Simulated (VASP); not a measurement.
Crystal: CuAu.

```
Au Cu
1.0
     1.46205    0.84411    4.31218
    -1.46205    0.84411    4.31218
     0.00000   -1.68823    4.31218
Au Cu
1 1
Direct
  0.00000 0.00000 0.00000
  0.50000 0.50000 0.50000
```

Base run:

| Property | Result |
| --- | --- |
| Program | VASP 6.6.1 |
| Functional | PBE |
| Potentials or basis | VASP PAW PBE potentials, release 64 (Au, Cu) |
| Cutoff | 520 eV |
| k mesh | 11 × 11 × 11 |
| Occupations | fermi-dirac, width 0.05 eV |
| Spin | no spin polarisation |

Its results: band gap on the k mesh zero (band 11 reaches 9.56 eV, above the bottom of band 12 at 5.46 eV); pressure -5.0 GPa.

Problem. After a change of settings the same cell gave: band gap on the k mesh zero (band 11 reaches 9.55 eV, above the bottom of band 12 at 5.22 eV); pressure -9.0 GPa. Which change was it?
A. functional from PBE to r2SCAN
B. functional from PBE to PBEsol; further incar settings from ALGO = Normal; EDIFF = 1e-06; NBANDS = 18 to ALGO = Fast; EDIFF = 1e-06; NBANDS = 18
C. functional from PBE to LDA; potentials or basis from VASP PAW PBE potentials, release 64 (Au, Cu) to VASP PAW LDA potentials, release 64 (Au, Cu)

Solution. A.

Caveats: spin-orbit coupling is left out, which moves the levels of the heavy elements; the PAW data sets were made with another functional, which shifts forces and pressure a little (some runs).
